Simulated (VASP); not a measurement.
# NbN (Fm-3m) in VASP: further runs

NbN is run at these levels: PBE; tasks: relaxation of the atoms.

All numbers are computed with VASP 6.6.1; they aren't measurements. Logs are shortened: lines on timing, memory, paths and dates and some standing lists are left out, and cuts for length are marked.

## (1) The cell of the first run

Symmetry: Fm-3m, No. 225, cubic system. Conventional cell: a = 4.389 Å, b = 4.389 Å, c = 4.389 Å, α = 90.00°, β = 90.00°, γ = 90.00°. Nb (site symmetry m-3m) has 6 N at 2.19 Å within 2.9 Å. Within 2.9 Å of N (site symmetry m-3m) lie 6 Nb at 2.19 Å.

## (2) Relaxation of the atoms, PBE, collinear spin

Contents of INCAR:

```
PREC = Accurate
ENCUT = 520
EDIFF = 1E-7
ISMEAR = -1
SIGMA = 0.05
LREAL = F
LASPH = T
NELM = 200
ALGO = Normal
ISIF = 2
LWAVE = F
LCHARG = F
ISPIN = 2
MAGMOM = 2 0
LORBIT = 11
LMAXMIX = 4
GGA = PE
IBRION = 2
NSW = 80
EDIFFG = -0.02
GGA_COMPAT = F
NELMIN = 4
KPAR = 4
```

Contents of KPOINTS:

```
regular mesh
0
Gamma
  18 18 18
```

Contents of POSCAR:

```
NbN
1.0
    0.0000000000      2.1945000000      2.1945000000
    2.1945000000      0.0000000000      2.1945000000
    2.1945000000      2.1945000000      0.0000000000
Nb N
1 1
Direct
    0.5000000000      0.5000000000      0.5000000000
    0.0000000000      0.0000000000      0.0000000000
```

Potentials or basis: VASP PAW PBE potentials, release 64 (Nb_sv, N).

Started as:

```sh
$ cat potpaw_PBE.64/Nb_sv/POTCAR potpaw_PBE.64/N/POTCAR > POTCAR
$ mpirun -np 4 vasp_std > vasp.out
```

OUTCAR:

```text
PREC = Accurate
   ENCUT = 520
   EDIFF = 1E-7
   ISMEAR = -1
   LREAL = F
   LASPH = T
   NELM = 200
   ISIF = 2
   ISPIN = 2
   LORBIT = 11
   GGA = PE
   IBRION = 2
   NSW = 80
   EDIFFG = -0.02
   NELMIN = 4

 ion  position               nearest neighbor table
   1  0.500  0.500  0.500-   2 2.19   2 2.19   2 2.19   2 2.19   2 2.19   2 2.19
   2  0.000  0.000  0.000-   1 2.19   1 2.19   1 2.19   1 2.19   1 2.19   1 2.19

  LATTYP: Found a face centered cubic cell.
 ALAT       =     4.3890000000

  Lattice vectors:

 A1 = (   0.0000000000,   2.1945000000,   2.1945000000)
 A2 = (   2.1945000000,   0.0000000000,   2.1945000000)
 A3 = (   2.1945000000,   2.1945000000,   0.0000000000)

Analysis of symmetry for initial positions (statically):
=====================================================================
 Subroutine PRICEL returns:
 Original cell was already a primitive cell.

 Routine SETGRP: Setting up the symmetry group for a
 face centered cubic supercell.

 Subroutine GETGRP returns: Found 48 space group operations
 (whereof 48 operations were pure point group operations)
 out of a pool of 48 trial point group operations.

The static configuration has the point symmetry O_h .

Analysis of symmetry for dynamics (positions and initial velocities):
=====================================================================
 Subroutine PRICEL returns:
 Original cell was already a primitive cell.

 Routine SETGRP: Setting up the symmetry group for a
 face centered cubic supercell.

 Subroutine GETGRP returns: Found 48 space group operations
 (whereof 48 operations were pure point group operations)
 out of a pool of 48 trial point group operations.

The dynamic configuration has the point symmetry O_h .

Analysis of structural, dynamic, and magnetic symmetry:
=====================================================================
 Subroutine PRICEL returns:
 Original cell was already a primitive cell.

 Routine SETGRP: Setting up the symmetry group for a
 face centered cubic supercell.

 Subroutine GETGRP returns: Found 48 space group operations
 (whereof 48 operations were pure point group operations)
 out of a pool of 48 trial point group operations.

The overall configuration has the point symmetry O_h .

 Subroutine INISYM returns: Found 48 space group operations
 (whereof 48 operations are pure point group operations),
 and found     1 'primitive' translations

----------------------------------------------------------------------------------------

                                     Primitive cell

  volume of cell :      21.1367

  direct lattice vectors                    reciprocal lattice vectors
     0.000000000  2.194500000  2.194500000    -0.227842333  0.227842333  0.227842333
     2.194500000  0.000000000  2.194500000     0.227842333 -0.227842333  0.227842333
     2.194500000  2.194500000  0.000000000     0.227842333  0.227842333 -0.227842333

  length of vectors
     3.103491663  3.103491663  3.103491663     0.394634497  0.394634497  0.394634497

  position of ions in fractional coordinates (direct lattice)
     0.500000000  0.500000000  0.500000000
     0.000000000  0.000000000  0.000000000

  ion indices of the primitive-cell ions
   primitive index   ion index
                 1           1
                 2           2

----------------------------------------------------------------------------------------

 KPOINTS: regular mesh

Automatic generation of k-mesh.
 Grid dimensions read from file:
 generate k-points for:   18   18   18

 Generating k-lattice:

  Cartesian coordinates                     Fractional coordinates (reciprocal lattice)
    -0.012657907  0.012657907  0.012657907     0.055555556  0.000000000  0.000000000
     0.012657907 -0.012657907  0.012657907     0.000000000  0.055555556  0.000000000
     0.012657907  0.012657907 -0.012657907     0.000000000  0.000000000  0.055555556

  Length of vectors
     0.021924139  0.021924139  0.021924139

  Shift w.r.t. Gamma in fractional coordinates (k-lattice)
     0.000000000  0.000000000  0.000000000

 Subroutine IBZKPT returns following result:
 ===========================================

 Found    195 irreducible k-points:

 Following reciprocal coordinates:
            Coordinates               Weight
  0.000000  0.000000  0.000000      1.000000
  0.055556  0.000000  0.000000      8.000000
  0.111111  0.000000  0.000000      8.000000
  0.166667  0.000000  0.000000      8.000000
  0.222222  0.000000  0.000000      8.000000
  0.277778  0.000000  0.000000      8.000000
[... 16 lines left out ...]
 -0.277778  0.055556  0.000000     24.000000
 -0.222222  0.055556  0.000000     24.000000
 [... further k-points ...]
   k-points           NKPTS =    195   k-points in BZ     NKDIM =    195   number of bands    NBANDS=     14
   number of dos      NEDOS =    301   number of ions     NIONS =      2
   total plane-waves  NPLWV =  13824
   dimension x,y,z NGX =    24 NGY =   24 NGZ =   24
   dimension x,y,z NGXF=    48 NGYF=   48 NGZF=   48
   ions per type =               1   1
   NGX,Y,Z   is equivalent  to a cutoff of  12.86, 12.86, 12.86 a.u.
   NGXF,Y,Z  is equivalent  to a cutoff of  25.71, 25.71, 25.71 a.u.
 SYSTEM =  unknown system
   PREC   = accura    normal or accurate (medium, high low for compatibility)
   ISTART =      0    job   : 0-new  1-cont  2-samecut
   ICHARG =      2    charge: 1-file 2-atom 10-const
   ISPIN  =      2    spin polarized calculation?
   LNONCOLLINEAR =      F non collinear calculations
   LSORBIT =      F    spin-orbit coupling
   LASPH  =      T    aspherical Exc in radial PAW
   ENCUT  =  520.0 eV  38.22 Ry    6.18 a.u.   5.77  5.77  5.77*2*pi/ulx,y,z
   NELM   =    200;   NELMIN=  4; NELMDL= -5     # of ELM steps
   EDIFF  = 0.1E-06   stopping-criterion for ELM
   LREAL  =      F    real-space projection
   EDIFFG = -.2E-01   stopping-criterion for IOM
   NSW    =     80    number of steps for IOM
   IBRION =      2    ionic relax: 0-MD 1-quasi-New 2-CG
   NFREE  =      1    steps in history (QN), initial steepest desc. (CG)
   ISIF   =      2    stress and relaxation
   ISYM   =      2    0-nonsym 1-usesym 2-fastsym
   POTIM  = 0.5000    time-step for ionic-motion
   TEBEG  =    0.0;   TEEND  =   0.0 temperature during run
   PSTRESS=    0.0 pullay stress
   NELECT =      18.0000    total number of electrons
   NUPDOWN=      -1.0000    fix difference up-down
   EMIN   =  10.00;   EMAX   =-10.00  energy-range for DOS
   EFERMI =   0.00;   METHOD = LEGACY
   ISMEAR =    -1;   SIGMA  =   0.05  broadening in eV -4-tet -1-fermi 0-gaus
   EFERMI_NEDOS =   21; number of points for ismear=-14 and -15
   IALGO  =     38    algorithm
   IMIX   =      4    mixing-type and parameters
     AMIX     =   0.40;   BMIX     =  1.00
     AMIX_MAG =   1.60;   BMIX_MAG =  1.00
  volume/ion in A,a.u.               =      10.57        71.32
  Fermi-wavevector in a.u.,A,eV,Ry     =   1.551744  2.932371 32.761598  2.407910
  Thomas-Fermi vector in A             =   2.656219
   LORBIT       =     11    0 simple, 1 ext, 2 COOP (PROOUT), +10 PAW based schemes
   GGA     = PE    functional components
   LHFCALC =     F    Hartree Fock is set to
   AEXX    =    0.0000 exact exchange contribution
   IVDW    =     0    specifies the selected vdW correction
   LEPSILON=     F    determine dielectric tensor
   LRPA    =     F    only Hartree local field effects (RPA)
 conjugate gradient relaxation of ions
 spin polarized calculation
  energy-cutoff  :      520.00
  volume of cell :       21.14
 maximum number of plane-waves:       588
   NGX = 11   NGY = 11   NGZ = 11

 number of electron      18.0000002 magnetization      -0.0051853

 number of electron      18.0000002 magnetization       0.0000048

 Free energy of the ion-electron system (eV)
  ---------------------------------------------------
  ext. energy  EPLUGINS =         0.00000000
  ---------------------------------------------------
  free energy    TOTEN  =       -20.53160123 eV

  energy without entropy =      -20.52383512  energy(sigma->0) =      -20.52771817

 E-fermi :  14.0572     XC(G=0): -13.3966

 val. band max:       14.0483078191   @ k =   0.2778   0.0556   0.0000
 cond. band min:      14.0766930418   @ k =  -0.2778   0.3333   0.1111
 fundamental gap:      0.0283852228
 Fermi energy:        14.0571624892

 spin component 1

 k-point     1 :       0.0000    0.0000    0.0000
  band No.  band energies     occupation
      1     -42.3625      1.00000
      2     -18.0109      1.00000
      3     -18.0109      1.00000
      4     -18.0109      1.00000
      5      -3.5967      1.00000
      6      10.6999      1.00000
      7      10.6999      1.00000
      8      10.6999      1.00000
      9      12.0305      1.00000
     10      12.0305      1.00000
     11      12.0305      1.00000
     12      13.9068      0.95288
     13      13.9068      0.95288
     14      17.2958      0.00000

 k-point     2 :       0.0556    0.0000    0.0000
  band No.  band energies     occupation
      1     -42.3584      1.00000
      2     -18.0461      1.00000
      3     -18.0138      1.00000
      4     -18.0138      1.00000
      5      -3.5283      1.00000
      6      10.3091      1.00000
      7      10.4006      1.00000
      8      10.4006      1.00000
      9      12.1528      1.00000
     10      12.1528      1.00000
[... 362 lines left out ...]
 k-point    24 :      -0.2222    0.0556    0.0000
  band No.  band energies     occupation
      1     -42.2954      1.00000
      2     -18.5389      1.00000
      3     -18.0919      1.00000
      4     -18.0417      1.00000
      5      -2.4687      1.00000
      6       7.2653      1.00000
      7       8.1027      1.00000
      8       8.5385      1.00000
      9      13.2072      1.00000
     10      13.2924      1.00000
     11      14.1094      0.26041
     12      16.7823      0.00000
     13      18.0825      0.00000
     14      19.7275      0.00000

 [... further k-points ...]

 spin component 2

 k-point     1 :       0.0000    0.0000    0.0000
  band No.  band energies     occupation
      1     -42.3625      1.00000
      2     -18.0109      1.00000
      3     -18.0109      1.00000
      4     -18.0109      1.00000
      5      -3.5968      1.00000
      6      10.6999      1.00000
      7      10.6999      1.00000
      8      10.6999      1.00000
      9      12.0305      1.00000
     10      12.0305      1.00000
     11      12.0305      1.00000
     12      13.9068      0.95288
     13      13.9068      0.95287
     14      17.2958      0.00000

 k-point     2 :       0.0556    0.0000    0.0000
  band No.  band energies     occupation
      1     -42.3585      1.00000
      2     -18.0461      1.00000
      3     -18.0138      1.00000
      4     -18.0138      1.00000
      5      -3.5283      1.00000
      6      10.3091      1.00000
      7      10.4006      1.00000
      8      10.4006      1.00000
      9      12.1528      1.00000
     10      12.1528      1.00000
[... 362 lines left out ...]
 k-point    24 :      -0.2222    0.0556    0.0000
  band No.  band energies     occupation
      1     -42.2954      1.00000
      2     -18.5389      1.00000
      3     -18.0919      1.00000
      4     -18.0417      1.00000
      5      -2.4688      1.00000
      6       7.2653      1.00000
      7       8.1027      1.00000
      8       8.5385      1.00000
      9      13.2072      1.00000
     10      13.2924      1.00000
     11      14.1094      0.26036
     12      16.7823      0.00000
     13      18.0825      0.00000
     14      19.7275      0.00000

 [... further k-points ...]

------------------------ aborting loop because EDIFF is reached ----------------------------------------

  FORCE on cell =-STRESS in cart. coord.  units (eV):
  Direction    XX          YY          ZZ          XY          YZ          ZX
  --------------------------------------------------------------------------------------
  -------------------------------------------------------------------------------------
  Total        0.8577710      0.8577710      0.8577710     -0.0000000     -0.0000000     -0.0000000
  in kB       65.0197310     65.0197310     65.0197310     -0.0000000     -0.0000000     -0.0000000
  external PRESSURE =      65.0197310 kB  Pullay stress =       0.0000000 kB

 VOLUME and BASIS-vectors are now :
 -----------------------------------------------------------------------------
  energy-cutoff  :      520.00
  volume of cell :       21.14
      direct lattice vectors                 reciprocal lattice vectors
     0.000000000  2.194500000  2.194500000    -0.227842333  0.227842333  0.227842333
     2.194500000  0.000000000  2.194500000     0.227842333 -0.227842333  0.227842333
     2.194500000  2.194500000  0.000000000     0.227842333  0.227842333 -0.227842333

 POSITION                                       TOTAL-FORCE (eV/Angst)
 -----------------------------------------------------------------------------------
      2.19450      2.19450      2.19450        -0.000000      0.000000     -0.000000
      0.00000      0.00000      0.00000         0.000000      0.000000      0.000000
 -----------------------------------------------------------------------------------
    total drift:                                0.000000     -0.000000      0.000000

  FREE ENERGIE OF THE ION-ELECTRON SYSTEM (eV)
  ---------------------------------------------------
  free  energy   TOTEN  =       -20.5316012252 eV

  energy  without entropy=      -20.5238351214  energy(sigma->0) =      -20.52771817

 reached required accuracy - stopping structural energy minimisation

 total charge

# of ion       s       p       d       tot
------------------------------------------
    1        2.151   6.058   2.445  10.654
    2        1.240   2.518   0.000   3.758
--------------------------------------------------
tot          3.391   8.576   2.445  14.412

 magnetization (x)

# of ion       s       p       d       tot
------------------------------------------
    1        0.000   0.000   0.000   0.000
    2       -0.000  -0.000   0.000  -0.000
--------------------------------------------------
tot          0.000  -0.000   0.000   0.000
```

It took 44 s on 4 MPI ranks of Intel Xeon Platinum 8259CL at 2.50GHz (Skylake/Cascade Lake), shared host; peak memory 0.21 GiB.

Results:

- Free energy: -20.5316 eV
- Pressure after relaxing: 6.5 GPa
- Band gap on the k mesh: zero (filled and empty bands overlap)
- Net moment: 0.00 μB per cell
- Valence electrons inside the program's atomic spheres: Nb 10.65; N 3.76

Final structure:
```
Nb N
1.0
     0.00000    2.19450    2.19450
     2.19450    0.00000    2.19450
     2.19450    2.19450    0.00000
Nb N
1 1
Direct
  0.50000 0.50000 0.50000
  0.00000 0.00000 0.00000
```

Levels at points of the mesh, in eV from the Fermi level:
Spin up:
```tsv
k point	band 6	band 7	band 8	band 9	band 10	band 11	band 12	band 13
(0.00, 0.00, 0.00)	-3.36	-3.36	-3.36	-2.03	-2.03	-2.03	-0.15	-0.15
(0.50, 0.00, 0.00)	-9.18	-7.10	-7.10	1.48	1.48	1.99	4.52	6.82
(0.50, 0.50, 0.00)	-5.76	-5.08	-4.02	-4.02	1.60	2.80	2.80	4.07
```
Spin down:
```
           k point  band 5  band 6  band 7  band 8  band 9  band 10  band 11  band 12  band 13  band 14
(0.00, 0.00, 0.00)  -17.65   -3.36   -3.36   -3.36   -2.03    -2.03    -2.03    -0.15    -0.15     3.24
(0.50, 0.00, 0.00)  -15.10   -9.18   -7.10   -7.10    1.48     1.48     1.99     4.52     6.82     6.82
(0.50, 0.50, 0.00)  -16.95   -5.76   -5.08   -4.02   -4.02     1.60     2.80     2.80     4.07     9.48
```

Caveat: the relaxation stopped at its first step, so nothing moved.

## (3) Relaxation of the atoms, PBE, collinear spin (10.78 Å³/atom)

This run uses another cell than the first one, of 10.78 Å³/atom.

Contents of INCAR:

```
ALGO = Normal
EDIFF = 1E-7
EDIFFG = -0.02
ENCUT = 520
GGA = PE
GGA_COMPAT = F
IBRION = 2
ISIF = 2
ISMEAR = -1
ISPIN = 2
KPAR = 4
LASPH = T
LCHARG = F
LMAXMIX = 4
LORBIT = 11
LREAL = F
LWAVE = F
MAGMOM = 2 0
NELM = 200
NELMIN = 4
NSW = 80
PREC = Accurate
SIGMA = 0.05
```

Contents of KPOINTS:

```
k-points
0
Gamma
  18 18 18
```

Contents of POSCAR:

```
NbN
1.0
    0.0000000000      2.2090335361      2.2090335361
    2.2090335361      0.0000000000      2.2090335361
    2.2090335361      2.2090335361      0.0000000000
Nb N
1 1
Direct
    0.5000000000      0.5000000000      0.5000000000
    0.0000000000      0.0000000000      0.0000000000
```

Potentials or basis: VASP PAW PBE potentials, release 64 (Nb_sv, N).

Started as:

```sh
$ cat potpaw_PBE.64/Nb_sv/POTCAR potpaw_PBE.64/N/POTCAR > POTCAR
$ mpirun -np 4 vasp_std > vasp.out
```

It took 25 s on 4 MPI ranks of Intel Xeon Platinum 8175M at 2.50GHz (Skylake/Cascade Lake), shared host; peak memory 0.21 GiB.

The run converged. Its results:

* Free energy: -20.5407 eV
* Pressure after relaxing: 0.1 GPa
* Band gap on the k mesh: zero (filled and empty bands overlap)
* Net moment: 0.00 μB per cell
* Valence electrons inside the program's atomic spheres: Nb 10.62; N 3.74

Final structure:
```yaml
crystal:
  lattice:
    - [0.00000, 2.20903, 2.20903]
    - [2.20903, 0.00000, 2.20903]
    - [2.20903, 2.20903, 0.00000]
  atoms:
    - { symbol: Nb, position: [0.50000, 0.50000, 0.50000] }
    - { symbol: N, position: [0.00000, 0.00000, 0.00000] }
```

Levels at points of the mesh, in eV from the Fermi level:
Spin up:
| k point | band 6 | band 7 | band 8 | band 9 | band 10 | band 11 | band 12 | band 13 |
| --- | --- | --- | --- | --- | --- | --- | --- | --- |
| (0.00, 0.00, 0.00) | -3.30 | -3.30 | -3.30 | -1.97 | -1.97 | -1.97 | -0.15 | -0.15 |
| (0.50, 0.00, 0.00) | -9.03 | -6.96 | -6.96 | 1.43 | 1.43 | 1.92 | 4.47 | 6.63 |
| (0.50, 0.50, 0.00) | -5.73 | -4.95 | -3.97 | -3.97 | 1.55 | 2.71 | 2.71 | 3.89 |
Spin down:
```
           k point  band 7  band 8  band 9  band 10  band 11  band 12
(0.00, 0.00, 0.00)   -3.30   -3.30   -1.97    -1.97    -1.97    -0.15
(0.50, 0.00, 0.00)   -6.96   -6.96    1.43     1.43     1.92     4.47
(0.50, 0.50, 0.00)   -4.95   -3.97   -3.97     1.55     2.71     2.71
```

Caveat: the relaxation stopped at its first step, so nothing moved.

[end of part 1 of 2]

The gap in the log of VASP goes by the Fermi energy; the results here count the filled bands.